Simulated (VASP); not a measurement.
Set up this calculation in VASP 6.6.1, as the native input.

| Property | Result |
| --- | --- |
| Task | single point |
| Functional | r2SCAN |
| Potentials or basis | VASP PAW PBE potentials, release 64 (In_d, O) |
| Cutoff | 520 eV |
| k mesh | 12 × 12 × 2 |
| Occupations | gaussian, width 0.05 eV |
| Spin | no spin polarisation |
| Dipole correction | no |
| Further INCAR settings | ALGO = Normal; EDIFF = 1e-06; NBANDS = 27 |

System: InO, a slab with vacuum.

```
CELL_PARAMETERS angstrom
3.72990 0.00000 0.00000
-1.86495 3.23019 0.00000
0.00000 0.00000 16.51218
ATOMIC_POSITIONS crystal
In 0.66667 0.33333 0.59002
In 0.66667 0.33333 0.40998
O 0.00000 0.00000 0.63987
O 0.00000 0.00000 0.36013
```

This cell differs from its parent crystal: strain +0.080 along x and y, +0.040 along z.

These files were run (other wordings do the same):

POSCAR

```
InO
1.0
    3.7299029054      0.0000000000      0.0000000000
   -1.8649514527      3.2301906697      0.0000000000
    0.0000000000      0.0000000000     16.5121840000
In O
2 2
Direct
    0.6666666667      0.3333333333      0.5900210000
    0.6666666667      0.3333333333      0.4099790000
    0.0000000000      0.0000000000      0.6398670000
    0.0000000000      0.0000000000      0.3601330000
```

INCAR.step1

```
PREC     = Accurate       # precision mode
ENCUT    = 520            # plane-wave cutoff, eV
ISMEAR   = 0              # smearing method
SIGMA    = 0.05           # smearing width, eV
LREAL    = F              # projectors in reciprocal space
LASPH    = T              # aspherical terms in the spheres
NELM     = 100            # most SCF steps
NBANDS   = 27             # bands
GGA      = PE             # functional
ALGO     = Normal         # electronic algorithm
EDIFF    = 1E-4           # SCF threshold, eV
LWAVE    = T              # write WAVECAR
LCHARG   = F              # write CHGCAR
```

INCAR.step2

```
PREC     = Accurate       # precision mode
ENCUT    = 520            # plane-wave cutoff, eV
EDIFF    = 1E-6           # SCF threshold, eV
ISMEAR   = 0              # smearing method
SIGMA    = 0.05           # smearing width, eV
LREAL    = F              # projectors in reciprocal space
LASPH    = T              # aspherical terms in the spheres
NELM     = 100            # most SCF steps
ALGO     = Normal         # electronic algorithm
ISIF     = 2              # what is computed and relaxed
LWAVE    = F              # write WAVECAR
LCHARG   = F              # write CHGCAR
METAGGA  = R2SCAN         # meta-GGA
LMIXTAU  = T            
NBANDS   = 27             # bands
ISTART   = 1
```

KPOINTS

```
Automatic mesh
0
Gamma
  12 12 2
```

Potentials or basis: VASP PAW PBE potentials, release 64 (In_d, O).

Command:

```console
$ cat potpaw_PBE.64/In_d/POTCAR potpaw_PBE.64/O/POTCAR > POTCAR
$ cp INCAR.step1 INCAR
$ mpirun -np 1 vasp_std > vasp.out
$ cp INCAR.step2 INCAR
$ mpirun -np 1 vasp_std > vasp.out
```

Results of the run:

```
Largest force          : 1.440 eV/Å
Band gap on the k mesh : 0.46 eV (least direct gap 0.79 eV)
```

Caveat: the cell differs from its parent crystal (strain +0.080 along x and y, +0.040 along z); there is no dipole correction, which matters where the two faces differ; the PAW data sets were made with another functional, which shifts forces and pressure a little; spin-orbit coupling is left out, which moves the levels of the heavy elements.

It took 7.2 min on 1 thread of Intel(R) Xeon(R) 6975P-C (Granite Rapids), with other jobs on the host, peak memory 0.44 GiB.
